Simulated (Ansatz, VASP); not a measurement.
## Two plane-wave programs on Ir

```
Ir
1.0
     0.00000    1.93752    1.79356
     1.93752    0.00000    1.79356
     1.93752    1.93752    0.00000
Ir
1
Direct
  0.00000 0.00000 0.00000
```

Alike in both runs: task single point; functional LDA; k mesh 22 × 22 × 22; occupations gaussian, width 0.15 eV; no spin polarisation.

```csv
,VASP,Ansatz
version,VASP 6.6.1,Ansatz 0.2.0
potentials or method,"VASP PAW LDA potentials, release 64 (Ir_sv_GW), cutoff 560 eV","scalar-relativistic, plane waves, PAW"
valence electrons in the cell,17,17
```

|  | VASP | Ansatz | Ansatz less VASP |
| --- | --- | --- | --- |
| gap on the k mesh at the Fermi level (eV) | none | none | - |
| pressure (GPa) | 13.0 | 13.3 | +0.30 |
| traceless stress, the component that is largest in VASP (GPa) | 20.50 | 20.60 | +0.108 |

Ansatz warns that its potentials were made for another functional, while VASP's fit it. LDA's correlation is that of Perdew and Zunger in VASP and of Perdew and Wang (1992) in Ansatz. A gap of «none» marks a metal or a gap that the smearing closes.

Spin-orbit coupling is off throughout.
